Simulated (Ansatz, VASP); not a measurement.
## One calculation of CaS, two programs

```xyz
2
Lattice="0.0000 2.8272 2.8272 2.8272 0.0000 2.8272 2.8272 2.8272 0.0000" Properties=species:S:1:pos:R:3 pbc="T T T"
Ca    0.0000    0.0000    0.0000
S     2.8272    2.8272    2.8272
```

Alike in both runs: task single point; functional PBE; k mesh 8 × 8 × 8; occupations gaussian, width 0.02 eV; no spin polarisation.

|  | VASP | Ansatz |
| --- | --- | --- |
| version | VASP 6.6.1 | Ansatz 0.2.0 |
| potentials or method | VASP PAW PBE potentials, release 64 (Ca_sv, S), cutoff 500 eV | scalar-relativistic, plane waves, PAW |
| valence electrons in the cell | 16 | 16 |

```csv
,VASP,Ansatz,Ansatz less VASP
gap on the k mesh at the Fermi level (eV),2.31,2.31,+0.006
least direct gap on the mesh (eV),3.13,3.13,+0.006
pressure (GPa),2.0,1.8,-0.16
```
